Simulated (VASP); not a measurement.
# HfSiO4 (I4_1/amd) in VASP: further runs

The runs below take HfSiO4 through single point, relaxation of cell and atoms, with PBE.

Program: VASP 6.6.1. These are calculated values, not measurements. Logs are shortened: lines on timing, memory, paths and dates and some standing lists are left out, and cuts for length are marked.

### Step 1. The cell of the first run

It takes space group I4_1/amd (No. 141, tetragonal). Conventional cell: a = 6.646 Å, b = 6.646 Å, c = 6.014 Å, α = 90.00°, β = 90.00°, γ = 90.00°. Hf (site symmetry -4m2) has 8 O at 2.14 to 2.28 Å within 2.8 Å. Within 2.2 Å of Si (site symmetry -4m2) lie 4 O at 1.64 Å. O (site symmetry m) has 1 Si at 1.64 Å and 2 Hf at 2.14 to 2.28 Å within 2.3 Å.

### Step 2. Single point, PBE

INCAR

```
SYSTEM = HfSiO4
PREC = Accurate
ENCUT = 520
EDIFF = 1E-6
ISMEAR = 0
SIGMA = 0.01
LREAL = .False.
LASPH = .True.
NELM = 100
ALGO = Normal
ISIF = 2
LWAVE = .False.
LCHARG = .True.
GGA = PE
LELF = .True.
LVHAR = .True.
NBANDS = 50
```

KPOINTS

```
Automatic mesh
0
Gamma
  4 4 4
  0 0 0
```

POSCAR

```
HfSiO4
1.0
   -3.3228446883      3.3228446883      3.0068924258
    3.3228446883     -3.3228446883      3.0068924258
    3.3228446883      3.3228446883     -3.0068924258
Hf Si O
2 2 8
Direct
    0.7500000000      0.2500000000      0.5000000000
    0.0000000000      0.0000000000      0.0000000000
    0.2500000000      0.7500000000      0.5000000000
    0.5000000000      0.5000000000      0.0000000000
    0.1347218906      0.3189134361      0.8158084545
    0.0689134361      0.7531049816      0.6841915455
    0.5031049816      0.3189134361      0.1841915455
    0.0689134361      0.3847218906      0.3158084545
    0.6152781094      0.9310865639      0.6841915455
    0.6810865639      0.8652781094      0.1841915455
    0.2468950184      0.9310865639      0.3158084545
    0.6810865639      0.4968950184      0.8158084545
```

Potentials or basis: VASP PAW PBE potentials, release 64 (Hf_pv, Si, O).

Command:

```bash
$ cat potpaw_PBE.64/Hf_pv/POTCAR potpaw_PBE.64/Si/POTCAR potpaw_PBE.64/O/POTCAR > POTCAR
$ mpirun -np 1 vasp_std > vasp.out
```

OUTCAR:

```text
SYSTEM = HfSiO4
   PREC = Accurate
   ENCUT = 520
   EDIFF = 1E-6
   ISMEAR = 0
   LREAL = .False.
   LASPH = .True.
   NELM = 100
   ISIF = 2
   GGA = PE

 ion  position               nearest neighbor table
   1  0.750  0.250  0.500-   7 2.14  12 2.14  10 2.14   5 2.14   8 2.28   9 2.28   6 2.28  11 2.28
                             3 3.01   3 3.01   2 3.65   2 3.65   2 3.65   2 3.65
   2  0.000  0.000  0.000-   6 2.14  11 2.14   9 2.14   8 2.14  10 2.28   5 2.28   7 2.28  12 2.28
                             4 3.01   4 3.01   1 3.65   1 3.65   1 3.65   1 3.65
   3  0.250  0.750  0.500-   8 1.64   9 1.64   6 1.64  11 1.64   1 3.01   1 3.01
   4  0.500  0.500  0.000-   5 1.64  10 1.64   7 1.64  12 1.64   2 3.01   2 3.01
   5  0.135  0.319  0.816-   4 1.64   1 2.14   2 2.28
   6  0.069  0.753  0.684-   3 1.64   2 2.14   1 2.28
   7  0.503  0.319  0.184-   4 1.64   1 2.14   2 2.28
   8  0.069  0.385  0.316-   3 1.64   2 2.14   1 2.28
   9  0.615  0.931  0.684-   3 1.64   2 2.14   1 2.28
  10  0.681  0.865  0.184-   4 1.64   1 2.14   2 2.28
  11  0.247  0.931  0.316-   3 1.64   2 2.14   1 2.28
  12  0.681  0.497  0.816-   4 1.64   1 2.14   2 2.28

  LATTYP: Found a body centered tetragonal cell.
 ALAT       =     6.6456893766
 C/A-ratio  =     0.9049151278

  Lattice vectors:

 A1 = (  -3.3228446883,   3.3228446883,   3.0068924258)
 A2 = (   3.3228446883,  -3.3228446883,   3.0068924258)
 A3 = (   3.3228446883,   3.3228446883,  -3.0068924258)

Analysis of symmetry for initial positions (statically):
=====================================================================
 Subroutine PRICEL returns:
 Original cell was already a primitive cell.

 Routine SETGRP: Setting up the symmetry group for a
 body centered tetragonal supercell.

 Subroutine GETGRP returns: Found 16 space group operations
 (whereof  8 operations were pure point group operations)
 out of a pool of 16 trial point group operations.

The static configuration has the point symmetry D_2d.
 The point group associated with its full space group is D_4h.

Analysis of symmetry for dynamics (positions and initial velocities):
=====================================================================
 Subroutine PRICEL returns:
 Original cell was already a primitive cell.

 Routine SETGRP: Setting up the symmetry group for a
 body centered tetragonal supercell.

 Subroutine GETGRP returns: Found 16 space group operations
 (whereof  8 operations were pure point group operations)
 out of a pool of 16 trial point group operations.

[... 121 lines left out ...]
   NUPDOWN=      -1.0000    fix difference up-down
   EMIN   =  10.00;   EMAX   =-10.00  energy-range for DOS
   EFERMI =   0.00;   METHOD = LEGACY
   ISMEAR =     0;   SIGMA  =   0.01  broadening in eV -4-tet -1-fermi 0-gaus
   EFERMI_NEDOS =   21; number of points for ismear=-14 and -15
   IALGO  =     38    algorithm
   IMIX   =      4    mixing-type and parameters
     AMIX     =   0.40;   BMIX     =  1.00
     AMIX_MAG =   1.60;   BMIX_MAG =  1.00
  volume/ion in A,a.u.               =      11.07        74.68
  Fermi-wavevector in a.u.,A,eV,Ry     =   1.359190  2.568496 25.135353  1.847396
  Thomas-Fermi vector in A             =   2.485959
   LORBIT       =      0    0 simple, 1 ext, 2 COOP (PROOUT), +10 PAW based schemes
   GGA     = PE    functional components
   LHFCALC =     F    Hartree Fock is set to
   AEXX    =    0.0000 exact exchange contribution
   IVDW    =     0    specifies the selected vdW correction
   LEPSILON=     F    determine dielectric tensor
   LRPA    =     F    only Hartree local field effects (RPA)
 non-spin polarized calculation
 Gauss-broadening in eV      SIGMA  =   0.01
  energy-cutoff  :      520.00
  volume of cell :      132.80
 maximum number of plane-waves:      3595
 NGX is ok and might be reduce to    42
   NGX = 21   NGY = 21   NGZ = 21

 number of electron      76.0000017 magnetization

 Free energy of the ion-electron system (eV)
  ---------------------------------------------------
  ext. energy  EPLUGINS =         0.00000000
  ---------------------------------------------------
  free energy    TOTEN  =      -108.65817476 eV

  energy without entropy =     -108.65817476  energy(sigma->0) =     -108.65817476

 E-fermi :   3.1115     XC(G=0): -10.9391

 val. band max:        3.0552239823   @ k =   0.0000   0.0000   0.0000
 cond. band min:       8.3290454175   @ k =   0.2500   0.2500   0.2500
 fundamental gap:      5.2738214352
 Fermi energy:         3.1115451992

 k-point     1 :       0.0000    0.0000    0.0000
  band No.  band energies     occupation
      1     -26.4100      2.00000
      2     -26.4100      2.00000
      3     -26.3499      2.00000
      4     -26.3409      2.00000
      5     -26.2551      2.00000
      6     -26.2551      2.00000
[... 678 lines left out ...]
     49      12.4968      0.00000
     50      12.4968      0.00000

------------------------ aborting loop because EDIFF is reached ----------------------------------------

  FORCE on cell =-STRESS in cart. coord.  units (eV):
  Direction    XX          YY          ZZ          XY          YZ          ZX
  --------------------------------------------------------------------------------------
  -------------------------------------------------------------------------------------
  Total       -1.4192361     -1.4192361     -1.1162429      0.0000000      0.0000000      0.0000000
  in kB      -17.1225030    -17.1225030    -13.4670145      0.0000000      0.0000000      0.0000000
  external PRESSURE =     -15.9040069 kB  Pullay stress =       0.0000000 kB

 VOLUME and BASIS-vectors are now :
 -----------------------------------------------------------------------------
  energy-cutoff  :      520.00
  volume of cell :      132.80
      direct lattice vectors                 reciprocal lattice vectors
    -3.322844688  3.322844688  3.006892426     0.000000000  0.150473479  0.166284632
     3.322844688 -3.322844688  3.006892426     0.150473479  0.000000000  0.166284632
     3.322844688  3.322844688 -3.006892426     0.150473479  0.150473479  0.000000000

 POSITION                                       TOTAL-FORCE (eV/Angst)
 -----------------------------------------------------------------------------------
      0.00000      3.32284      1.50345        -0.000000      0.000000     -0.000000
      0.00000      0.00000      0.00000        -0.000000      0.000000     -0.000000
      3.32284      0.00000      1.50345        -0.000000      0.000000     -0.000000
      0.00000      0.00000      3.00689        -0.000000      0.000000     -0.000000
      3.32284      2.09876     -1.08902        -0.000000     -0.126323     -0.132099
      4.54692     -0.00000      0.41443         0.126323      0.000000     -0.132099
     -0.00000      1.22408      1.91788        -0.000000      0.126323     -0.132099
      2.09876      0.00000      0.41443        -0.126323      0.000000     -0.132099
      3.32284      1.22408      2.59246        -0.000000      0.126323      0.132099
      1.22408      0.00000      4.09591         0.126323      0.000000      0.132099
      3.32284     -1.22408      2.59246        -0.000000     -0.126323      0.132099
      2.09876      3.32284      1.08902        -0.126323      0.000000      0.132099
 -----------------------------------------------------------------------------------
    total drift:                               -0.000000      0.000000      0.000000

  FREE ENERGIE OF THE ION-ELECTRON SYSTEM (eV)
  ---------------------------------------------------
  free  energy   TOTEN  =      -108.6581747640 eV

  energy  without entropy=     -108.6581747640  energy(sigma->0) =     -108.65817476
```

It took 44 s on 1 thread of Intel Xeon 6975P-C (Granite Rapids), shared host; peak memory 0.29 GiB.

Results:

```yaml
Free_energy: -108.6582 eV
Pressure: -1.6 GPa
Largest_force: 0.183 eV/Å
Band_gap_on_the_k_mesh: 5.27 eV (least direct gap 5.60 eV)
```

Forces in eV/Å, atoms in the order of the input:
```
Hf   0.000  0.000  0.000
Hf   0.000  0.000  0.000
Si   0.000  0.000  0.000
Si   0.000  0.000  0.000
O    0.000 -0.126 -0.132
O    0.126  0.000 -0.132
O    0.000  0.126 -0.132
O   -0.126  0.000 -0.132
O    0.000  0.126  0.132
O    0.126  0.000  0.132
O    0.000 -0.126  0.132
O   -0.126  0.000  0.132
```

Stress tensor (GPa, compression positive):
```
-1.71  0.00  0.00
 0.00 -1.71  0.00
 0.00  0.00 -1.35
```

Levels at points of the mesh, in eV from the valence-band top:
```csv
k point,band 35,band 36,band 37,band 38,band 39,band 40,band 41,band 42
"(0.00, 0.00, 0.00)",-0.60,-0.60,-0.53,0.00,5.60,5.91,5.96,6.04
"(0.50, 0.00, 0.00)",-0.95,-0.80,-0.24,-0.22,5.50,5.66,6.39,6.54
"(0.50, 0.50, 0.00)",-0.89,-0.89,-0.58,-0.58,5.28,5.28,6.35,6.35
"(0.50, 0.50, 0.50)",-1.07,-1.07,-0.89,-0.89,6.06,6.06,6.38,6.38
```

Caveat: spin-orbit coupling is left out, which moves the levels of the heavy elements.

### Step 3. Relaxation of cell and atoms, PBE

This run uses another cell than the first one, of 10.73 Å³/atom.

INCAR

```
SYSTEM = HfSiO4
PREC     = Accurate       ! precision mode
ENCUT    = 600            ! plane-wave cutoff, eV
EDIFF    = 1E-7           ! SCF threshold, eV
ISMEAR   = 0              ! smearing method
SIGMA    = 0.01           ! smearing width, eV
LREAL    = .FALSE.        ! projectors in reciprocal space
LASPH    = .TRUE.         ! aspherical terms in the spheres
NELM     = 100            ! most SCF steps
ALGO     = Fast           ! electronic algorithm
ISIF     = 3              ! what is computed and relaxed
LWAVE    = .FALSE.        ! write WAVECAR
LCHARG   = .FALSE.        ! write CHGCAR
GGA      = PE             ! functional
IBRION   = 2              ! ionic algorithm
NSW      = 100            ! ionic steps
EDIFFG   = -0.003         ! ionic threshold
```

KPOINTS

```
regular mesh
0
G
  4 4 4
  0 0 0
```

POSCAR

```
HfSiO4
1.0
   -3.2862500000      3.2862500000      2.9816000000
    3.2862500000     -3.2862500000      2.9816000000
    3.2862500000      3.2862500000     -2.9816000000
Hf Si O
2 2 8
Direct
    0.7500000000      0.2500000000      0.5000000000
    0.0000000000      0.0000000000      0.0000000000
    0.2500000000      0.7500000000      0.5000000000
    0.5000000000      0.5000000000      0.0000000000
    0.1353000000      0.3198000000      0.8155000000
    0.0698000000      0.7543000000      0.6845000000
    0.5043000000      0.3198000000      0.1845000000
    0.0698000000      0.3853000000      0.3155000000
    0.6147000000      0.9302000000      0.6845000000
    0.6802000000      0.8647000000      0.1845000000
    0.2457000000      0.9302000000      0.3155000000
    0.6802000000      0.4957000000      0.8155000000
```

Potentials or basis: VASP PAW PBE potentials, release 64 (Hf_pv, Si, O).

Command:

```bash
$ cat potpaw_PBE.64/Hf_pv/POTCAR potpaw_PBE.64/Si/POTCAR potpaw_PBE.64/O/POTCAR > POTCAR
$ mpirun -np 1 vasp_std > vasp.out
```

It took 6.2 min on 1 thread of Intel Xeon 6975P-C (Granite Rapids), shared host; peak memory 0.39 GiB.

It converged, with:

```yaml
Free_energy: -108.6843 eV
Relaxed_volume: 10.96 Å³/atom
Relaxed_cell: a = 5.560 Å, b = 5.560 Å, c = 5.560 Å, α = 106.95°, β = 106.95°, γ = 114.64°
Space_group_after_relaxing_to_0.1_Å: I4_1/amd (No. 141)
Energy_gained_by_relaxing: 4.9 meV/atom
Ionic_steps: 11
Pressure_after_relaxing: 0.0 GPa
Band_gap_on_the_k_mesh: 5.35 eV (least direct gap 5.70 eV)
```

The path:
| step | energy change (eV) | largest force (eV/Å) | pressure (GPa) | volume (Å³) |
| --- | --- | --- | --- | --- |
| 1 | 0.0000 | 0.5262 | 5.52 | 128.80 |
| 2 | 0.1523 | 1.1430 | -8.35 | 135.81 |
| 3 | -0.0567 | 0.1158 | 0.37 | 131.12 |
| 4 | -0.0567 | 0.1051 | 0.47 | 131.07 |
| 5 | -0.0581 | 0.0723 | -0.29 | 131.67 |
| 6 | -0.0585 | 0.0413 | -0.05 | 131.48 |
| 7 | -0.0590 | 0.0232 | -0.05 | 131.49 |
| 8 | -0.0592 | 0.0043 | -0.03 | 131.51 |
| 9 | -0.0592 | 0.0040 | -0.03 | 131.51 |
| 10 | -0.0592 | 0.0084 | 0.05 | 131.47 |
| 11 | -0.0592 | 0.0007 | 0.01 | 131.49 |

Final structure:
```
Hf Si O
1.0
    -3.30910    3.30910    3.00213
     3.30910   -3.30910    3.00213
     3.30910    3.30910   -3.00213
Hf Si O
2 2 8
Direct
  0.75000 0.25000 0.50000
  0.00000 0.00000 0.00000
  0.25000 0.75000 0.50000
  0.50000 0.50000 0.00000
  0.13363 0.31838 0.81525
  0.06838 0.75313 0.68475
  0.50313 0.31838 0.18475
  0.06838 0.38363 0.31525
  0.61637 0.93162 0.68475
  0.68162 0.86637 0.18475
  0.24687 0.93162 0.31525
  0.68162 0.49687 0.81525
```

Levels at points of the mesh, in eV from the valence-band top:
```
           k point  band 36  band 37  band 38  band 39  band 40  band 41
(0.00, 0.00, 0.00)    -0.58    -0.53     0.00     5.70     6.01     6.02
(0.50, 0.00, 0.00)    -0.80    -0.25    -0.21     5.59     5.74     6.47
(0.50, 0.50, 0.00)    -0.90    -0.59    -0.59     5.35     5.35     6.43
(0.50, 0.50, 0.50)    -1.08    -0.88    -0.88     6.17     6.17     6.46
```

Caveat: spin-orbit coupling is left out, which moves the levels of the heavy elements. A k mesh can miss the band edges.
